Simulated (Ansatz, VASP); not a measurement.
# Ge in VASP and in Ansatz

INCAR

```
PREC = Accurate ; ENCUT = 520
EDIFF = 1E-7 ; ISMEAR = 0
SIGMA = 0.15 ; LREAL = False
LASPH = True ; NELM = 100
ALGO = Normal ; ISIF = 2
LWAVE = False ; LCHARG = False
GGA = PE ; NBANDS = 21
```

The input KPOINTS:

```
regular mesh
0
Gamma
  14 14 14
```

POSCAR

```
Ge
1.0
    0.0000000000      2.8600475781      3.0388005518
    2.8600475781      0.0000000000      3.0388005518
    2.8600475781      2.8600475781      0.0000000000
Ge
2
Direct
    0.5000000000      0.5000000000      0.5000000000
    0.7500000000      0.7500000000      0.7500000000
```

Input for Ansatz:

```yaml
crystal:
  lattice:
    - [0.0, 2.8600475781, 3.0388005518]
    - [2.8600475781, 0.0, 3.0388005518]
    - [2.8600475781, 2.8600475781, 0.0]
  atoms:
    - { symbol: Ge, position: [0.5, 0.5, 0.5] }
    - { symbol: Ge, position: [0.75, 0.75, 0.75] }
basis:
  ecutwfc: 420
kpoints:
  mp_grid: { grid: [14, 14, 14] }
hamiltonian:
  xc: pbe
scf:
  occupations: { method: gaussian, width: 0.15 }
output:
  forces: true
  stress: true
  eigenvalues: true
```

Alike in both runs: task single point; functional PBE; k mesh 14 × 14 × 14; occupations gaussian, width 0.15 eV; no spin polarisation.

```csv
,VASP,Ansatz
version,VASP 6.6.1,Ansatz 0.2.0
potentials or method,"VASP PAW PBE potentials, release 64 (Ge_d), cutoff 520 eV","scalar-relativistic, plane waves, PAW"
valence electrons in the cell,28,28
```

VASP gave:

| Property | Result |
| --- | --- |
| gap on the k mesh at the Fermi level (eV) | none |
| pressure (GPa) | -2.1 |
| traceless stress, the component that is largest in VASP (GPa) | -2.77 |

Task: Which values does Ansatz return?

Result: gap on the k mesh at the Fermi level (eV): none; pressure (GPa): -2.0; traceless stress, the component that is largest in VASP (GPa): -2.76.

A gap of «none» marks a metal or a gap that the smearing closes. With one functional, cell and mesh, what is left measures potentials, basis and numerics.
